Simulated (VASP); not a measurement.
# Cd (P6_3/mmc) in VASP: further runs, part 2 of 2

VASP 6.6.1. The steps go on from the part before.

### 3 Electric field gradients, LDA

This run uses another cell than the first one, of 21.59 Å³/atom.

INCAR reads:

```
ALGO = Normal ; EDIFF = 1E-8
ENCUT = 470 ; GGA_COMPAT = False
ISIF = 2 ; ISMEAR = -1
LASPH = True ; LCHARG = False
LEFG = True ; LREAL = False
LWAVE = False ; NBANDS = 27
NELM = 120 ; PREC = Accurate
SIGMA = 0.05
```

KPOINTS reads:

```
k-points
0
Gamma
  16 16 7
```

POSCAR reads:

```
Cd
1.0
    2.9788725081      0.0000000000      0.0000000000
   -1.4894362540      2.5797792666      0.0000000000
    0.0000000000      0.0000000000      5.6176500000
Cd
2
Direct
    0.3333333333      0.6666666667      0.2500000000
    0.6666666667      0.3333333333      0.7500000000
```

Potentials or basis: VASP PAW LDA potentials, release 64 (Cd_sv_GW).

Launch:

```
> cat potpaw_LDA.64/Cd_sv_GW/POTCAR > POTCAR
> mpirun -np 1 vasp_std > vasp.out
```

OUTCAR:

```text
EDIFF = 1E-8
   ENCUT = 470
   ISIF = 2
   ISMEAR = -1
   LASPH = True
   LREAL = False
   NELM = 120
   PREC = Accurate

 ion  position               nearest neighbor table
   1  0.333  0.667  0.250-
   2  0.667  0.333  0.750-

  LATTYP: Found a hexagonal cell.
 ALAT       =     2.9788725081
 C/A-ratio  =     1.8858309594

  Lattice vectors:

 A1 = (   2.9788725081,   0.0000000000,   0.0000000000)
 A2 = (  -1.4894362540,   2.5797792666,   0.0000000000)
 A3 = (   0.0000000000,   0.0000000000,   5.6176500000)

Analysis of symmetry for initial positions (statically):
=====================================================================
 Subroutine PRICEL returns:
 Original cell was already a primitive cell.

 Routine SETGRP: Setting up the symmetry group for a
 hexagonal supercell.

 Subroutine GETGRP returns: Found 24 space group operations
 (whereof 12 operations were pure point group operations)
 out of a pool of 24 trial point group operations.

The static configuration has the point symmetry D_3d.
 The point group associated with its full space group is D_6h.

Analysis of symmetry for dynamics (positions and initial velocities):
=====================================================================
 Subroutine PRICEL returns:
 Original cell was already a primitive cell.

 Routine SETGRP: Setting up the symmetry group for a
 hexagonal supercell.

 Subroutine GETGRP returns: Found 24 space group operations
 (whereof 12 operations were pure point group operations)
 out of a pool of 24 trial point group operations.

The dynamic configuration has the point symmetry D_3d.
 The point group associated with its full space group is D_6h.
[... 155 lines left out ...]
  band No.  band energies     occupation
      1     -96.2544      2.00000
      2     -96.2541      2.00000
      3     -57.6492      2.00000
      4     -57.6267      2.00000
      5     -57.6089      2.00000
      6     -57.6089      2.00000
[... 709 lines left out ...]
     26      15.4957      0.00000
     27      16.4967      0.00000

 [... further k-points ...]

------------------------ aborting loop because EDIFF is reached ----------------------------------------

  FORCE on cell =-STRESS in cart. coord.  units (eV):
  Direction    XX          YY          ZZ          XY          YZ          ZX
  --------------------------------------------------------------------------------------
  -------------------------------------------------------------------------------------
  Total       -2.0662450     -2.0662450     -1.7589749     -0.0000000      0.0000000      0.0000000
  in kB      -76.6837346    -76.6837346    -65.2801416     -0.0000000      0.0000000      0.0000000
  external PRESSURE =     -72.8825370 kB  Pullay stress =       0.0000000 kB

 VOLUME and BASIS-vectors are now :
 -----------------------------------------------------------------------------
  energy-cutoff  :      470.00
  volume of cell :       43.17
      direct lattice vectors                 reciprocal lattice vectors
     2.978872508  0.000000000  0.000000000     0.335697482  0.193815032  0.000000000
    -1.489436254  2.579779267  0.000000000     0.000000000  0.387630063  0.000000000
     0.000000000  0.000000000  5.617650000     0.000000000  0.000000000  0.178010378

 POSITION                                       TOTAL-FORCE (eV/Angst)
 -----------------------------------------------------------------------------------
     -0.00000      1.71985      1.40441        -0.000000      0.000000      0.000000
      1.48944      0.85993      4.21324         0.000000      0.000000      0.000000
 -----------------------------------------------------------------------------------
    total drift:                                0.000000     -0.000000      0.000000

  FREE ENERGIE OF THE ION-ELECTRON SYSTEM (eV)
  ---------------------------------------------------
  free  energy   TOTEN  =        -3.0128149962 eV

  energy  without entropy=       -3.0080008561  energy(sigma->0) =       -3.01040793

 Electric field gradients (V/A^2)
---------------------------------------------------------------------
 ion       V_xx      V_yy      V_zz      V_xy      V_xz      V_yz
---------------------------------------------------------------------
   1     -39.467   -39.464    78.931     0.002    -0.000     0.000
   2     -39.467   -39.464    78.931     0.002     0.000    -0.000
---------------------------------------------------------------------

 Electric field gradients after diagonalization (V/A^2)
 (convention: |V_zz| > |V_xx| > |V_yy|)
----------------------------------------------------------------------
 ion       V_xx      V_yy      V_zz     asymmetry (V_yy - V_xx)/ V_zz
----------------------------------------------------------------------
   1     -39.468   -39.463    78.931       0.000
   2     -39.468   -39.463    78.931       0.000
----------------------------------------------------------------------

           NMR quadrupolar parameters

 Cq : quadrupolar parameter    Cq=e*Q*V_zz/h
 eta: asymmetry parameters     (V_yy - V_xx)/ V_zz
 Q  : nuclear electric quadrupole moment in mb (millibarn)
----------------------------------------------------------------------
 ion       Cq(MHz)       eta       Q (mb)
----------------------------------------------------------------------
   1       0.191       0.000       1.000
   2       0.191       0.000       1.000
----------------------------------------------------------------------
```

Wall time 66 s (1 thread of AMD EPYC 9R45 (Zen 5), shared host); peak memory 0.2 GiB.

What came out:

```yaml
Free_energy: -3.0128 eV
Pressure: -7.3 GPa
Band_gap_on_the_k_mesh: zero (bands 20 and 21 overlap by 3.93 eV)
Largest_electric_field_gradient_by_atom: Cd +78.9 V/Å²
```

Stress tensor (GPa, compression positive):
```
-7.67  0.00  0.00
 0.00 -7.67  0.00
 0.00  0.00 -6.53
```

Electric field gradients, principal values (V/Å²):
```
atom    least   middle  greatest (by size)
1 Cd  -39.463  -39.468              78.931
2 Cd  -39.463  -39.468              78.931
```

Caveat: the cell stands under tension; without QUAD_EFG the Cq values of the log hold for a quadrupole moment of 1 mb, not for the nuclei.
